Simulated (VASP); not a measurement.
Runs of VASP 6.6.1 on NiMoIrPdW. The structure is that of space group P3m1 (No. 156), or close to it. The cells are those of the table. 

```csv
task,level,cell,k mesh,cutoff (eV),gap on the mesh (eV),pressure (GPa),moment (μB),largest force (eV/Å)
single point,PBE,"a = 4.201, b = 4.201, c = 5.488 Å, angles 90.0, 90.0, 120.0°, 5 atoms",5 × 5 × 4,520,none,(a),0.00,0.54
single point,PBEsol,"a = 4.147, b = 4.147, c = 5.416 Å, angles 90.0, 90.0, 120.0°, 5 atoms",5 × 5 × 4,520,none,-7.6,0.00,0.23
single point,PBE,"a = 4.174, b = 4.174, c = 5.452 Å, angles 90.0, 90.0, 120.0°, 5 atoms",5 × 5 × 4,520,none,-4.1,0.00,0.32
relaxation of cell and atoms,PBEsol,"relaxed from a = 4.147, b = 4.147, c = 5.416 Å, angles 90.0, 90.0, 120.0°, 5 atoms",4 × 4 × 3,600,none,0.1,0.00,0.01
```

Alike in all rows: potentials or basis VASP PAW PBE potentials, release 64 (Ni, Mo_sv, Pd, Ir, W_sv); spin collinear, ferromagnetic start; smearing fermi-dirac 0.05 eV.

Q: Estimate the missing entries.

A: (a) -7.9.

Caveats: some runs use coarse meshes; the moments typed at the start vanished in this run; spin-orbit coupling is left out, which moves the levels of the heavy elements; the cell stands under tension (at least some runs); the PAW data sets were made with another functional, which shifts forces and pressure a little (at least some runs).

A k mesh can miss the band edges, and the runs leave out spin-orbit coupling on Ir, Mo, Pd, W.

A gap of «none» marks levels without a gap at the run's occupations.
